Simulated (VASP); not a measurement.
# K2ICl4 (P1) in VASP: a series of runs

K2ICl4 is run at these levels: PBE; tasks: single point.

Program: VASP 6.6.1. These are calculated values, not measurements. Logs are shortened: lines on timing, memory, paths and dates and some standing lists are left out, and cuts for length are marked.

**1. The cell of the first run**

The typed cell holds 7 atoms: a = 7.665 Å, b = 7.535 Å, c = 4.367 Å, α = 89.22°, β = 89.63°, γ = 91.03°.

**2. Single point, PBE**

The input, INCAR:

```
SYSTEM = K2ICl4
ALGO = Normal
EDIFF = 1E-7
ENCUT = 520
GGA = PE
ISIF = 2
ISMEAR = -1
ISYM = 0
LASPH = .TRUE.
LCHARG = .FALSE.
LREAL = .FALSE.
LWAVE = .FALSE.
NBANDS = 36
NELM = 100
PREC = Accurate
SIGMA = 0.05
```

The input, KPOINTS:

```
k-points
0
G
  2 2 3
  0 0 0
```

The input, POSCAR:

```
K2ICl4
1.0
    7.6646310000     -0.0681740000      0.0247590000
   -0.0681740000      7.5345290000      0.0515960000
    0.0144000000      0.0300080000      4.3666330000
Cl I K
4 1 2
Direct
    0.2432454242      0.2201011080      0.0118579120
    0.7458502858      0.2495967769      0.0272075298
    0.7846379139      0.7893869438      0.9618463336
    0.2592891175      0.7536501711      0.0313151864
    0.9651258314      0.9718931540      0.9903803801
    0.4955250931      0.9900280457      0.5658459979
    0.9897471671      0.5066112307      0.5291593630
```

Potentials or basis: VASP PAW PBE potentials, release 64 (Cl, I, K_sv).

The run is started by

```
cat potpaw_PBE.64/Cl/POTCAR potpaw_PBE.64/I/POTCAR potpaw_PBE.64/K_sv/POTCAR > POTCAR
mpirun -np 1 vasp_std > vasp.out
```

OUTCAR:

```text
SYSTEM = K2ICl4
   EDIFF = 1E-7
   ENCUT = 520
   GGA = PE
   ISIF = 2
   ISMEAR = -1
   ISYM = 0
   LASPH = .TRUE.
   LREAL = .FALSE.
   NELM = 100
   PREC = Accurate

 ion  position               nearest neighbor table
   1  0.243  0.220  0.012-   5 2.81
   2  0.746  0.250  0.027-   5 2.71
   3  0.785  0.789  0.962-   5 1.94   6 3.21
   4  0.259  0.754  0.031-   5 2.82   6 3.21
   5  0.965  0.972  0.990-   3 1.94   2 2.71   1 2.81   4 2.82
   6  0.496  0.990  0.566-   3 3.21   4 3.21
   7  0.990  0.507  0.529-

IMPORTANT INFORMATION: All symmetrisations will be switched off!
NOSYMM: (Re-)initialisation of all symmetry stuff for point group C_1.

----------------------------------------------------------------------------------------

                                     Primitive cell

  volume of cell :     252.1354

  direct lattice vectors                    reciprocal lattice vectors
     7.664631000 -0.068174000  0.024759000     0.130481369  0.001183625 -0.000438427
    -0.068174000  7.534529000  0.051596000     0.001183625  0.132739281 -0.000916103
     0.014400000  0.030008000  4.366633000    -0.000753821 -0.001575154  0.229022710

  length of vectors
     7.664974173  7.535014074  4.366759851     0.130487474  0.132747719  0.229029367

  position of ions in fractional coordinates (direct lattice)
     0.243245424  0.220101108  0.011857912
     0.745850286  0.249596777  0.027207530
     0.784637914  0.789386944  0.961846334
     0.259289118  0.753650171  0.031315186
     0.965125831  0.971893154  0.990380380
     0.495525093  0.990028046  0.565845998
     0.989747167  0.506611231  0.529159363

  ion indices of the primitive-cell ions
   primitive index   ion index
                 1           1
                 2           2
                 3           3
                 4           4
                 5           5
                 6           6
                 7           7

----------------------------------------------------------------------------------------

 KPOINTS: k-points

Automatic generation of k-mesh.
 Grid dimensions read from file:
 generate k-points for:    2    2    3

 Generating k-lattice:

  Cartesian coordinates                     Fractional coordinates (reciprocal lattice)
     0.065240685  0.000591813 -0.000219214     0.500000000 -0.000000000  0.000000000
     0.000591813  0.066369640 -0.000458051    -0.000000000  0.500000000  0.000000000
    -0.000251274 -0.000525051  0.076340903     0.000000000  0.000000000  0.333333333

  Length of vectors
     0.065243737  0.066373859  0.076343122

  Shift w.r.t. Gamma in fractional coordinates (k-lattice)
     0.000000000  0.000000000  0.000000000

 Subroutine IBZKPT returns following result:
 ===========================================

 Found      8 irreducible k-points:

 Following reciprocal coordinates:
            Coordinates               Weight
  0.000000  0.000000  0.000000      1.000000
  0.500000  0.000000  0.000000      1.000000
 -0.000000  0.500000 -0.000000      1.000000
  0.500000  0.500000 -0.000000      1.000000
  0.000000  0.000000  0.333333      2.000000
  0.500000  0.000000  0.333333      2.000000
  0.000000  0.500000  0.333333      2.000000
  0.500000  0.500000  0.333333      2.000000
   k-points           NKPTS =      8   k-points in BZ     NKDIM =      8   number of bands    NBANDS=     36
   number of dos      NEDOS =    301   number of ions     NIONS =      7
   total plane-waves  NPLWV = 107520
   dimension x,y,z NGX =    60 NGY =   56 NGZ =   32
   dimension x,y,z NGXF=   120 NGYF=  112 NGZF=   64
   ions per type =               4   1   2
   NGX,Y,Z   is equivalent  to a cutoff of  13.01, 12.36, 12.18 a.u.
   NGXF,Y,Z  is equivalent  to a cutoff of  26.03, 24.71, 24.37 a.u.
 SYSTEM =  K2ICl4
   PREC   = accura    normal or accurate (medium, high low for compatibility)
   ISTART =      0    job   : 0-new  1-cont  2-samecut
   ICHARG =      2    charge: 1-file 2-atom 10-const
   ISPIN  =      1    spin polarized calculation?
   LNONCOLLINEAR =      F non collinear calculations
   LSORBIT =      F    spin-orbit coupling
   LASPH  =      T    aspherical Exc in radial PAW
   ENCUT  =  520.0 eV  38.22 Ry    6.18 a.u.  14.25 14.01  8.12*2*pi/ulx,y,z
   NELM   =    100;   NELMIN=  2; NELMDL= -5     # of ELM steps
   EDIFF  = 0.1E-06   stopping-criterion for ELM
   LREAL  =      F    real-space projection
   EDIFFG = 0.1E-05   stopping-criterion for IOM
   NSW    =      0    number of steps for IOM
   IBRION =     -1    ionic relax: 0-MD 1-quasi-New 2-CG
   NFREE  =      0    steps in history (QN), initial steepest desc. (CG)
   ISIF   =      2    stress and relaxation
   ISYM   =      0    0-nonsym 1-usesym 2-fastsym
   POTIM  = 0.5000    time-step for ionic-motion
   TEBEG  =    0.0;   TEEND  =   0.0 temperature during run
   PSTRESS=    0.0 pullay stress
   NELECT =      53.0000    total number of electrons
   NUPDOWN=      -1.0000    fix difference up-down
   EMIN   =  10.00;   EMAX   =-10.00  energy-range for DOS
   EFERMI =   0.00;   METHOD = LEGACY
   ISMEAR =    -1;   SIGMA  =   0.05  broadening in eV -4-tet -1-fermi 0-gaus
   EFERMI_NEDOS =   21; number of points for ismear=-14 and -15
   IALGO  =     38    algorithm
   IMIX   =      4    mixing-type and parameters
     AMIX     =   0.40;   BMIX     =  1.00
     AMIX_MAG =   1.60;   BMIX_MAG =  1.00
  volume/ion in A,a.u.               =      36.02       243.07
  Fermi-wavevector in a.u.,A,eV,Ry     =   0.973394  1.839449 12.891474  0.947497
  Thomas-Fermi vector in A             =   2.103770
   LORBIT       =      0    0 simple, 1 ext, 2 COOP (PROOUT), +10 PAW based schemes
   GGA     = PE    functional components
   LHFCALC =     F    Hartree Fock is set to
   AEXX    =    0.0000 exact exchange contribution
   IVDW    =     0    specifies the selected vdW correction
   LEPSILON=     F    determine dielectric tensor
   LRPA    =     F    only Hartree local field effects (RPA)
 non-spin polarized calculation
  energy-cutoff  :      520.00
  volume of cell :      252.14
 maximum number of plane-waves:      6812
 NGX is ok and might be reduce to    60
   NGX = 29   NGY = 29   NGZ = 17

 number of electron      53.0000002 magnetization

 Free energy of the ion-electron system (eV)
  ---------------------------------------------------
  ext. energy  EPLUGINS =         0.00000000
  ---------------------------------------------------
  free energy    TOTEN  =       -15.24094718 eV

  energy without entropy =      -15.19650763  energy(sigma->0) =      -15.21872740

 E-fermi :   1.1407     XC(G=0):  -7.0465

 val. band max:        1.1366281018   @ k =   0.0000   0.5000   0.3333
 cond. band min:       1.1601677638   @ k =   0.5000   0.0000   0.3333
 fundamental gap:      0.0235396620
 Fermi energy:         1.1407317254

 k-point     1 :       0.0000    0.0000    0.0000
  band No.  band energies     occupation
      1     -29.6306      2.00000
      2     -29.2383      2.00000
      3     -19.4444      2.00000
      4     -13.9608      2.00000
      5     -13.6627      2.00000
      6     -13.1772      2.00000
[... 28 lines left out ...]
     35       6.8061      0.00000
     36       7.0637      0.00000

 k-point     2 :       0.5000    0.0000    0.0000
  band No.  band energies     occupation
      1     -29.6306      2.00000
      2     -29.2383      2.00000
      3     -19.4443      2.00000
      4     -13.9610      2.00000
      5     -13.6524      2.00000
      6     -13.1881      2.00000
[... 28 lines left out ...]
     35       6.8326      0.00000
     36       6.9906      0.00000

 k-point     3 :      -0.0000    0.5000   -0.0000
  band No.  band energies     occupation
      1     -29.6306      2.00000
      2     -29.2383      2.00000
      3     -19.4442      2.00000
      4     -13.9830      2.00000
      5     -13.6214      2.00000
      6     -13.1717      2.00000
[... 28 lines left out ...]
     35       6.9004      0.00000
     36       7.0764      0.00000

 k-point     4 :       0.5000    0.5000   -0.0000
  band No.  band energies     occupation
      1     -29.6306      2.00000
      2     -29.2383      2.00000
      3     -19.4441      2.00000
      4     -13.9896      2.00000
      5     -13.5961      2.00000
      6     -13.1722      2.00000
[... 28 lines left out ...]
     35       6.9722      0.00000
     36       7.1983      0.00000

 k-point     5 :       0.0000    0.0000    0.3333
  band No.  band energies     occupation
      1     -29.6280      2.00000
      2     -29.2355      2.00000
      3     -19.4229      2.00000
      4     -13.9323      2.00000
      5     -13.5860      2.00000
      6     -13.1516      2.00000
[... 28 lines left out ...]
     35       7.0097      0.00000
     36       7.1033      0.00000

 k-point     6 :       0.5000    0.0000    0.3333
  band No.  band energies     occupation
      1     -29.6280      2.00000
      2     -29.2355      2.00000
      3     -19.4226      2.00000
      4     -13.9149      2.00000
      5     -13.6241      2.00000
      6     -13.1528      2.00000
[... 28 lines left out ...]
     35       7.1383      0.00000
     36       7.2918      0.00000

 k-point     7 :       0.0000    0.5000    0.3333
  band No.  band energies     occupation
      1     -29.6280      2.00000
      2     -29.2355      2.00000
      3     -19.4224      2.00000
      4     -13.9514      2.00000
      5     -13.5789      2.00000
      6     -13.1444      2.00000
[... 28 lines left out ...]
     35       7.2353      0.00000
     36       7.3505      0.00000

 k-point     8 :       0.5000    0.5000    0.3333
  band No.  band energies     occupation
      1     -29.6280      2.00000
      2     -29.2355      2.00000
      3     -19.4221      2.00000
      4     -13.9359      2.00000
      5     -13.6120      2.00000
      6     -13.1566      2.00000
[... 28 lines left out ...]
     35       7.0330      0.00000
     36       7.2119      0.00000

------------------------ aborting loop because EDIFF is reached ----------------------------------------

  FORCE on cell =-STRESS in cart. coord.  units (eV):
  Direction    XX          YY          ZZ          XY          YZ          ZX
  --------------------------------------------------------------------------------------
  -------------------------------------------------------------------------------------
  Total       17.2493850     17.8498973     -0.5032001     11.2924264      1.6542448      1.5840964
  in kB      109.6100408    113.4259555     -3.1975506     71.7569539     10.5117855     10.0660326
  external PRESSURE =      73.2794819 kB  Pullay stress =       0.0000000 kB

 VOLUME and BASIS-vectors are now :
 -----------------------------------------------------------------------------
  energy-cutoff  :      520.00
  volume of cell :      252.14
      direct lattice vectors                 reciprocal lattice vectors
     7.664631000 -0.068174000  0.024759000     0.130481369  0.001183625 -0.000438427
    -0.068174000  7.534529000  0.051596000     0.001183625  0.132739281 -0.000916103
     0.014400000  0.030008000  4.366633000    -0.000753821 -0.001575154  0.229022710

 POSITION                                       TOTAL-FORCE (eV/Angst)
 -----------------------------------------------------------------------------------
      1.84955      1.64213      0.06916        -0.130368      0.197428      0.031126
      5.70004      1.83056      0.15015        -0.815354      1.031781      0.070880
      5.97400      5.92303      4.26019       -11.311124    -11.209738     -0.994739
      1.93643      5.66166      0.18205         0.569820     -0.740214      0.064178
      7.34534      7.28668      4.39867        11.776268     10.799615      1.033554
      3.73867      7.44259      2.53419        -0.546120      0.409209     -0.154170
      7.55913      3.76548      2.36129         0.456879     -0.488081     -0.050829
 -----------------------------------------------------------------------------------
    total drift:                               -0.000538      0.000221      0.000422

  FREE ENERGIE OF THE ION-ELECTRON SYSTEM (eV)
  ---------------------------------------------------
  free  energy   TOTEN  =       -15.2409471777 eV

  energy  without entropy=      -15.1965076265  energy(sigma->0) =      -15.21872740
```

Run time: 77 s. Hardware: 1 thread of Intel Xeon Platinum 8259CL at 2.50GHz (Skylake/Cascade Lake), shared host; peak memory 0.34 GiB.

Results:

```yaml
Free_energy: -15.2409 eV
Pressure: 7.3 GPa
Largest_force: 16.012 eV/Å
```

Forces on the atoms (eV/Å):
```
Cl   -0.130   0.197   0.031
Cl   -0.815   1.032   0.071
Cl  -11.311 -11.210  -0.995
Cl    0.570  -0.740   0.064
I    11.776  10.800   1.034
K    -0.546   0.409  -0.154
K     0.457  -0.488  -0.051
```

Levels at points of the mesh, in eV from the Fermi level:
```csv
k point,band 24,band 25,band 26,band 27,band 28,band 29,band 30,band 31
"(0.00, 0.00, 0.00)",-2.03,-1.82,-1.49,-0.12,1.92,2.97,3.59,4.43
"(0.50, 0.00, 0.00)",-2.06,-1.83,-1.46,-0.07,2.14,3.04,3.94,4.22
"(0.00, 0.50, 0.00)",-2.08,-2.05,-1.47,-0.09,2.20,3.06,3.94,4.33
"(0.50, 0.50, 0.00)",-2.08,-2.02,-1.44,0.16,2.36,3.35,3.82,4.19
```

Caveat: the k points lie up to 0.48 Å⁻¹ apart; spin-orbit coupling is left out, which moves the levels of the heavy elements; an odd number of electrons without spin polarisation forces a metal; a magnetic or distorted state may lie lower.

**3. Single point, PBE**

The input, INCAR:

```
PREC = Accurate
ENCUT = 520
EDIFF = 1E-6
ISMEAR = -1
SIGMA = 0.05
LREAL = F
LASPH = T
NELM = 100
ALGO = Normal
ISIF = 2
LWAVE = F
LCHARG = F
GGA = PE
NBANDS = 36
ISYM = 0
```

The input, KPOINTS:

```
Automatic mesh
0
Gamma
  2 2 3
```

The input, POSCAR:

```
K2ICl4
1.0
    7.6646310000     -0.0681740000      0.0247590000
   -0.0681740000      7.5345290000      0.0515960000
    0.0144000000      0.0300080000      4.3666330000
Cl I K
4 1 2
Direct
    0.2435606938      0.2193870935      0.0081007917
    0.7470443083      0.2532076819      0.0322372928
    0.7757778588      0.7786953126      0.9569269853
    0.2564719752      0.7529242505      0.0343615162
    0.9676826018      0.9745308078      0.9900413556
    0.4958454532      0.9896709099      0.5660689374
    0.9903469210      0.5061326614      0.5305817044
```

Potentials or basis: VASP PAW PBE potentials, release 64 (Cl, I, K_sv).

The run is started by

```
cat potpaw_PBE.64/Cl/POTCAR potpaw_PBE.64/I/POTCAR potpaw_PBE.64/K_sv/POTCAR > POTCAR
mpirun -np 1 vasp_std > vasp.out
```

OUTCAR:

```text
PREC = Accurate
   ENCUT = 520
   EDIFF = 1E-6
   ISMEAR = -1
   LREAL = F
   LASPH = T
   NELM = 100
   ISIF = 2
   GGA = PE
   ISYM = 0

 ion  position               nearest neighbor table
   1  0.244  0.219  0.008-   5 2.78
   2  0.747  0.253  0.032-   5 2.73
   3  0.776  0.779  0.957-   5 2.07   6 3.18
   4  0.256  0.753  0.034-   5 2.80   6 3.23
   5  0.968  0.975  0.990-   3 2.07   2 2.73   1 2.78   4 2.80
   6  0.496  0.990  0.566-   3 3.18   4 3.23
   7  0.990  0.506  0.531-

IMPORTANT INFORMATION: All symmetrisations will be switched off!
NOSYMM: (Re-)initialisation of all symmetry stuff for point group C_1.

----------------------------------------------------------------------------------------

                                     Primitive cell

  volume of cell :     252.1354

  direct lattice vectors                    reciprocal lattice vectors
[... 128 lines left out ...]
 E-fermi :   1.1135     XC(G=0):  -7.0653

 val. band max:        1.1114723780   @ k =   0.0000   0.5000   0.3333
 cond. band min:       1.1240415577   @ k =   0.5000   0.0000   0.3333
 fundamental gap:      0.0125691797
 Fermi energy:         1.1134896699

 k-point     1 :       0.0000    0.0000    0.0000
  band No.  band energies     occupation
      1     -29.5567      2.00000
      2     -29.2593      2.00000
      3     -18.2240      2.00000
      4     -13.9860      2.00000
      5     -13.7296      2.00000
      6     -13.2722      2.00000
[... 301 lines left out ...]
     35       7.1217      0.00000
     36       7.2249      0.00000

------------------------ aborting loop because EDIFF is reached ----------------------------------------

  FORCE on cell =-STRESS in cart. coord.  units (eV):
  Direction    XX          YY          ZZ          XY          YZ          ZX
  --------------------------------------------------------------------------------------
  -------------------------------------------------------------------------------------
  Total       10.5728643     11.4627065     -0.5824353      4.6820972      1.0726472      0.9727323
  in kB       67.1845453     72.8389869     -3.7010454     29.7520672      6.8160632      6.1811608
  external PRESSURE =      45.4408289 kB  Pullay stress =       0.0000000 kB

 VOLUME and BASIS-vectors are now :
 -----------------------------------------------------------------------------
  energy-cutoff  :      520.00
  volume of cell :      252.14
      direct lattice vectors                 reciprocal lattice vectors
     7.664631000 -0.068174000  0.024759000     0.130481369  0.001183625 -0.000438427
    -0.068174000  7.534529000  0.051596000     0.001183625  0.132739281 -0.000916103
     0.014400000  0.030008000  4.366633000    -0.000753821 -0.001575154  0.229022710

 POSITION                                       TOTAL-FORCE (eV/Angst)
 -----------------------------------------------------------------------------------
      1.85196      1.63662      0.05272        -0.274818      0.068879      0.037775
      5.70902      1.85784      0.17233        -0.765251      0.986209      0.072104
      5.90674      5.84293      4.23793        -6.212017     -6.198325     -0.502369
      1.91493      5.65648      0.19524         0.638629     -0.767640      0.066331
      7.36475      7.30637      4.39739         6.683613      5.966113      0.535757
      3.74115      7.43989      2.53516        -0.451319      0.350195     -0.153791
      7.56378      3.76188      2.36749         0.381163     -0.405430     -0.055806
 -----------------------------------------------------------------------------------
    total drift:                               -0.000255     -0.000363     -0.000446

  FREE ENERGIE OF THE ION-ELECTRON SYSTEM (eV)
  ---------------------------------------------------
  free  energy   TOTEN  =       -16.8578853797 eV

  energy  without entropy=      -16.8126676163  energy(sigma->0) =      -16.83527650
```

stdout:

```text
POSCAR found type information on POSCAR ClI K
 POSCAR found :  3 types and       7 ions
 scaLAPACK will be used
 LDA part: xc-table for (Slater+PW92), standard interpolation
 POSCAR, INCAR and KPOINTS ok, starting setup
 FFT: planning ... GRIDC
 FFT: planning ... GRID_SOFT
 FFT: planning ... GRID
 WAVECAR not read
 entering main loop
```

It took 72 s on 1 thread of Intel Xeon Platinum 8259CL at 2.50GHz (Skylake/Cascade Lake), shared host; peak memory 0.34 GiB.

Results:

```
Free energy   : -16.8579 eV
Pressure      : 4.5 GPa
Largest force : 8.975 eV/Å
```

Forces on the atoms (eV/Å):
```
Cl  -0.275  0.069  0.038
Cl  -0.765  0.986  0.072
Cl  -6.212 -6.198 -0.502
Cl   0.639 -0.768  0.066
I    6.684  5.966  0.536
K   -0.451  0.350 -0.154
K    0.381 -0.405 -0.056
```

Caveat: the k points lie up to 0.48 Å⁻¹ apart; spin-orbit coupling is left out, which moves the levels of the heavy elements; an odd number of electrons without spin polarisation forces a metal; a magnetic or distorted state may lie lower.
